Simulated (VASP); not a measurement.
Input of a VASP 6.6.1 run:

POSCAR

```
ZnS
1.0
    3.8067217473      0.0000000000      0.0000000000
   -1.9033608736      3.2967177383      0.0000000000
    0.0000000000      0.0000000000     12.4914703042
Zn S
4 4
Direct
    0.3260084279      0.6613044637      0.0026940355
    0.3406582388      0.6720288696      0.5026940355
    0.6666666667      0.3333333333      0.2526940355
    0.6666666667      0.3333333333      0.7526940355
    0.3330231188      0.6664395739      0.1898059645
    0.3336435478      0.6668937594      0.6898059645
    0.6732463787      0.3381500168      0.4398059645
    0.6600869547      0.3285166499      0.9398059645
```

The input INCAR.step1:

```
SYSTEM = ZnS
PREC     = Accurate       ! precision mode
ENCUT    = 520            ! plane-wave cutoff, eV
ISMEAR   = 0              ! smearing method
SIGMA    = 0.05           ! smearing width, eV
LREAL    = .FALSE.        ! projectors in reciprocal space
LASPH    = .TRUE.         ! aspherical terms in the spheres
NELM     = 80             ! most SCF steps
NBANDS   = 46             ! bands
GGA      = PE             ! functional
ALGO     = Normal         ! electronic algorithm
EDIFF    = 1E-4           ! SCF threshold, eV
LWAVE    = .TRUE.         ! write WAVECAR
LCHARG   = .FALSE.        ! write CHGCAR
```

INCAR.step2

```
SYSTEM = ZnS
PREC     = Accurate       ! precision mode
ENCUT    = 520            ! plane-wave cutoff, eV
EDIFF    = 1E-6           ! SCF threshold, eV
ISMEAR   = 0              ! smearing method
SIGMA    = 0.05           ! smearing width, eV
LREAL    = .FALSE.        ! projectors in reciprocal space
LASPH    = .TRUE.         ! aspherical terms in the spheres
NELM     = 80             ! most SCF steps
ALGO     = Normal         ! electronic algorithm
ISIF     = 2              ! what is computed and relaxed
LWAVE    = .FALSE.        ! write WAVECAR
LCHARG   = .FALSE.        ! write CHGCAR
METAGGA  = R2SCAN         ! meta-GGA
LMIXTAU  = .TRUE.       
NBANDS   = 46             ! bands
ISTART   = 1
```

KPOINTS

```
regular mesh
0
G
  6 6 2
  0 0 0
```

Potentials or basis: VASP PAW PBE potentials, release 64 (Zn, S).

The run is started by

```console
$ cat potpaw_PBE.64/Zn/POTCAR potpaw_PBE.64/S/POTCAR > POTCAR
$ cp INCAR.step1 INCAR
$ mpirun -np 1 vasp_std > vasp.out
$ cp INCAR.step2 INCAR
$ mpirun -np 1 vasp_std > vasp.out
```

(1) Predict the band gap on the k mesh.

(2) Predict the pressure.

(3) Predict the largest force.

## Answers

(1) 2.78 eV.

(2) 0.0 GPa.

(3) 0.040 eV/Å.

Caveat: the cell differs from its parent crystal (atoms displaced along a vibrational mode); the PAW data sets were made with another functional, which shifts forces and pressure a little.
